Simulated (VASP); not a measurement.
Crystal: Co.

```xyz
2
Lattice="2.4720 0.0000 0.0000 -1.2360 2.1408 0.0000 0.0000 0.0000 4.0211" Properties=species:S:1:pos:R:3 pbc="T T T"
Co    1.2570    0.6694    2.9866
Co    0.0418    1.3977    0.9655
```

This cell differs from its parent crystal: atoms moved at random.

Base run:

- Program: VASP 6.6.1
- Functional: PBEsol
- Potentials or basis: VASP PAW PBE potentials, release 64 (Co)
- Cutoff: 520 eV
- k mesh: 12 × 12 × 7
- Occupations: fermi-dirac, width 0.05 eV
- Spin: collinear spin, ferromagnetic start
- Starting moments: [2.0, 2.0] μB

Its results: pressure -6.5 GPa; net moment 3.19 μB per cell; site moments Co +1.60 μB; largest force 0.091 eV/Å.

Q: The run is repeated on the same cell with these changes: functional from PBEsol to r2SCAN; k mesh from 12 × 12 × 7 to 9 × 9 × 5. What comes out?

A: Pressure -0.2 GPa; net moment 3.50 μB per cell; site moments Co +1.81 μB; largest force 0.069 eV/Å.

Several settings changed at once, so the effect can't be laid on one alone.

Caveats: the PAW data sets were made with another functional, which shifts forces and pressure a little.
